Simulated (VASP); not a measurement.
# TaF4 (F-43m) in VASP: notebook, part 2 of 2

VASP 6.6.1. The steps go on from the part before.

## Step 3: Relaxation of cell and atoms, PBE

This run uses another cell than the first one, of 14.61 Å³/atom, 1.310 times its volume.

INCAR reads:

```
SYSTEM = TaF4
PREC = Accurate
ENCUT = 600
EDIFF = 1E-6
ISMEAR = 0
SIGMA = 0.1
LREAL = .FALSE.
LASPH = .TRUE.
NELM = 60
ALGO = Normal
ISIF = 3
LWAVE = .FALSE.
LCHARG = .FALSE.
GGA = PE
IBRION = 2
NSW = 90
EDIFFG = -0.04
```

KPOINTS reads:

```
regular mesh
0
G
  4 4 4
  0 0 0
```

POSCAR reads:

```
TaF4
1.0
    0.0000000000      3.3179984600      3.3179984600
    3.3179984600      0.0000000000      3.3179984600
    3.3179984600      3.3179984600      0.0000000000
Ta F
1 4
Direct
    0.5000000000      0.5000000000      0.5000000000
    0.8978501100      0.8978501100      0.8978501100
    0.8978501100      0.8978501100      0.3064496700
    0.8978501100      0.3064496700      0.8978501100
    0.3064496700      0.8978501100      0.8978501100
```

Potentials or basis: VASP PAW PBE potentials, release 64 (Ta_pv, F).

On the command line:

```bash
cat potpaw_PBE.64/Ta_pv/POTCAR potpaw_PBE.64/F/POTCAR > POTCAR
mpirun -np 1 vasp_std > vasp.out
```

OUTCAR:

```text
SYSTEM = TaF4
   PREC = Accurate
   ENCUT = 600
   EDIFF = 1E-6
   ISMEAR = 0
   LREAL = .FALSE.
   LASPH = .TRUE.
   NELM = 60
   ISIF = 3
   GGA = PE
   IBRION = 2
   NSW = 90
   EDIFFG = -0.04

 ion  position               nearest neighbor table
   1  0.500  0.500  0.500-
   2  0.898  0.898  0.898-
   3  0.898  0.898  0.306-
   4  0.898  0.306  0.898-
   5  0.306  0.898  0.898-

  LATTYP: Found a face centered cubic cell.
 ALAT       =     6.6359969200

  Lattice vectors:

 A1 = (   0.0000000000,   3.3179984600,   3.3179984600)
 A2 = (   3.3179984600,   0.0000000000,   3.3179984600)
 A3 = (   3.3179984600,   3.3179984600,   0.0000000000)

Analysis of symmetry for initial positions (statically):
=====================================================================
 Subroutine PRICEL returns:
 Original cell was already a primitive cell.
[... 488 lines left out ...]
     22       1.3438      0.00000
     23       1.5105      0.00000

[... ionic steps 4 to 7 ...]

--------------------------------------- Ionic step        8  -------------------------------------------

 number of electron      39.0000005 magnetization

------------------------ aborting loop because EDIFF is reached ----------------------------------------
[... 73 lines left out ...]
--------------------------------------- Ionic step       10  -------------------------------------------

 number of electron      39.0000006 magnetization

 Free energy of the ion-electron system (eV)
  ---------------------------------------------------
  ext. energy  EPLUGINS =         0.00000000
  ---------------------------------------------------
  free energy    TOTEN  =       -22.98026407 eV

  energy without entropy =      -22.95742182  energy(sigma->0) =      -22.96884295

 E-fermi :   3.3534     XC(G=0): -11.0237

 val. band max:        3.3434547982   @ k =  -0.2500   0.2500   0.0000
 cond. band min:       3.4767140745   @ k =   0.2500   0.2500   0.0000
 fundamental gap:      0.1332592762
 Fermi energy:         3.3534124337

 k-point     1 :       0.0000    0.0000    0.0000
  band No.  band energies     occupation
      1     -34.2496      2.00000
      2     -34.2496      2.00000
      3     -34.2496      2.00000
      4     -21.2067      2.00000
      5     -18.4340      2.00000
      6     -18.4340      2.00000
[... 229 lines left out ...]
  FREE ENERGIE OF THE ION-ELECTRON SYSTEM (eV)
  ---------------------------------------------------
  free  energy   TOTEN  =       -22.9802640710 eV

  energy  without entropy=      -22.9574218201  energy(sigma->0) =      -22.96884295

 reached required accuracy - stopping structural energy minimisation
```

OSZICAR:

```text
N       E                     dE             d eps       ncg     rms          rms(c)
DAV:   1     0.358002654019E+03    0.35800E+03   -0.24053E+04   368   0.182E+03
DAV:   2    -0.695544963896E+01   -0.36496E+03   -0.35918E+03   447   0.443E+02
DAV:   3    -0.306716616945E+02   -0.23716E+02   -0.23665E+02   417   0.114E+02
[... 152 lines left out ...]
DAV:   3    -0.229814207414E+02    0.48998E-02   -0.29235E-02   479   0.966E-01    0.284E-01
DAV:   4    -0.229802723702E+02    0.11484E-02   -0.52525E-03   403   0.522E-01    0.411E-02
DAV:   5    -0.229802656954E+02    0.66748E-05   -0.20613E-04   480   0.105E-01    0.150E-02
DAV:   6    -0.229802649206E+02    0.77481E-06   -0.15224E-05   489   0.298E-02    0.661E-03
DAV:   7    -0.229802640710E+02    0.84952E-06   -0.18347E-06   256   0.979E-03
  10 F= -.22980264E+02 E0= -.22968843E+02  d E =-.107543E-02
```

CONTCAR:

```text
TaF4
   1.00000000000000
     0.0000000000000000    3.0307726105206472    3.0307726105206472
     3.0307726105206472    0.0000000000000000    3.0307726105206472
     3.0307726105206472    3.0307726105206472   -0.0000000000000000
  Ta              F
     1     4
Direct
     0.5000000000000000    0.5000000000000000    0.5000000000000000
     0.8750512022469091    0.8750512022469091    0.8750512022469091
     0.8750512022469091    0.8750512022469091    0.3748463932592724
     0.8750512022469090    0.3748463932592724    0.8750512022469091
     0.3748463932592724    0.8750512022469091    0.8750512022469091

  0.00000000E+00  0.00000000E+00  0.00000000E+00
  0.00000000E+00  0.00000000E+00  0.00000000E+00
  0.00000000E+00  0.00000000E+00  0.00000000E+00
  0.00000000E+00  0.00000000E+00  0.00000000E+00
  0.00000000E+00  0.00000000E+00  0.00000000E+00
```

It took 2.7 min on 1 thread of AMD EPYC 9R45 (Zen 5), shared host; peak memory 0.22 GiB.

Results:

```
Free energy                            : -22.9803 eV
Relaxed volume                         : 11.14 Å³/atom
Relaxed cell                           : a = 4.286 Å, b = 4.286 Å, c = 4.286 Å, α = 60.00°, β = 60.00°, γ = 60.00°
Space group after relaxing (to 0.05 Å) : F-43m (No. 216)
Energy gained by relaxing              : 993.8 meV/atom
Ionic steps                            : 10
Pressure after relaxing                : -0.3 GPa
Largest force after relaxing           : 0.029 eV/Å
```

Forces in eV/Å, atoms in the order of the input:
```
Ta   0.000  0.000  0.000
F   -0.017 -0.017 -0.017
F    0.017  0.017 -0.017
F    0.017 -0.017  0.017
F   -0.017  0.017  0.017
```

The path:
```csv
step,energy change (eV),largest force (eV/Å),pressure (GPa),volume (Å³)
1,0.0000,7.6209,-4.05,73.06
2,-3.5414,2.5097,-14.76,69.22
3,-3.9100,0.0161,-18.43,70.22
4,-3.9165,0.2677,-18.28,70.11
5,-4.6676,2.6703,2.76,55.25
6,-4.7403,1.9534,-3.96,58.04
7,-4.8541,1.4209,5.92,53.48
8,-4.9681,0.1140,0.80,55.26
9,-4.9681,0.0708,0.91,55.20
10,-4.9692,0.0289,-0.29,55.68
```

Final structure:
```
Ta F
1.0
     0.00000    3.03077    3.03077
     3.03077    0.00000    3.03077
     3.03077    3.03077    0.00000
Ta F
1 4
Cartesian
  3.0308 3.0308 3.0308
  5.3042 5.3042 5.3042
  3.7882 3.7882 5.3042
  3.7882 5.3042 3.7882
  5.3042 3.7882 3.7882
```

Caveat: the k points lie up to 0.45 Å⁻¹ apart in the final cell; the volume moved by over 15 % at a fixed basis, so the end points are rough; spin-orbit coupling is left out, which moves the levels of the heavy elements; an odd number of electrons without spin polarisation forces a metal; a magnetic or distorted state may lie lower.
